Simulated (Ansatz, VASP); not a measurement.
# Two plane-wave programs on RbAg4

INCAR

```
SYSTEM = RbAg4
PREC     = Accurate       ! precision mode
ENCUT    = 600            ! plane-wave cutoff, eV
EDIFF    = 1E-7           ! SCF threshold, eV
ISMEAR   = 0              ! smearing method
SIGMA    = 0.1            ! smearing width, eV
LREAL    = .False.        ! projectors in reciprocal space
LASPH    = .True.         ! aspherical terms in the spheres
NELM     = 60             ! most SCF steps
ALGO     = Fast           ! electronic algorithm
ISIF     = 3              ! what is computed and relaxed
LWAVE    = .False.        ! write WAVECAR
LCHARG   = .False.        ! write CHGCAR
GGA      = PE             ! functional
IBRION   = 2              ! ionic algorithm
NSW      = 100            ! ionic steps
EDIFFG   = -0.01          ! ionic threshold
```

The input KPOINTS:

```
regular mesh
0
Gamma
  6 6 6
  0 0 0
```

Contents of POSCAR:

```
RbAg4
1.0
    5.5725922412      0.0000000000      0.0000000000
   -2.7862961206      4.8260064458      0.0000000000
    0.0000000000      0.0000000000      6.5293793404
Rb Ag
1 4
Direct
    0.0000000000      0.0000000000      0.5000000000
    0.5000000000      0.0000000000      0.0000000000
    0.0000000000      0.5000000000      0.0000000000
    0.5000000000      0.5000000000      0.0000000000
    0.0000000000      0.0000000000      0.0000000000
```

Input for Ansatz:

```yaml
crystal:
  lattice:
    - [5.5725922412, 0.0, 0.0]
    - [-2.7862961206, 4.8260064458, 0.0]
    - [0.0, 0.0, 6.5293793404]
  atoms:
    - { symbol: Rb, position: [0.0, 0.0, 0.5] }
    - { symbol: Ag, position: [0.5, 0.0, 0.0] }
    - { symbol: Ag, position: [0.0, 0.5, 0.0] }
    - { symbol: Ag, position: [0.5, 0.5, 0.0] }
    - { symbol: Ag, position: [0.0, 0.0, 0.0] }
basis:
  ecutwfc: 420
kpoints:
  mp_grid: { grid: [6, 6, 6] }
hamiltonian:
  xc: pbe
scf:
  occupations: { method: gaussian, width: 0.1 }
output:
  forces: true
  stress: true
  eigenvalues: true
relax:
  adjacent_minimum: "off"
  f_tol: 0.01
  max_steps: 80
  cell: { stress_tol: 0.05 }
```

Alike in both runs: task relaxation of cell and atoms; functional PBE; k mesh 6 × 6 × 6; occupations gaussian, width 0.1 eV; no spin polarisation.

|  | VASP | Ansatz |
| --- | --- | --- |
| version | VASP 6.6.1 | Ansatz 0.2.0 |
| potentials or method | VASP PAW PBE potentials, release 64 (Rb_sv, Ag), cutoff 600 eV | scalar-relativistic, plane waves, PAW |
| valence electrons in the cell | 53 | 85 |

|  | VASP | Ansatz | Ansatz less VASP |
| --- | --- | --- | --- |
| gap on the k mesh at the Fermi level, each at its own relaxed structure (eV) | none | none | - |
| relaxed volume (Å³/atom) | 35.38 | 35.46 | +0.080 |
| relaxed cell length with the largest relative difference (Å) | 6.479 | 6.488 | +0.0085 |

A gap of «none» marks a metal or a gap that the smearing closes. VASP's potentials hold 53 valence electrons a cell and Ansatz's 85, so a difference there can come from the potentials and not from the codes.
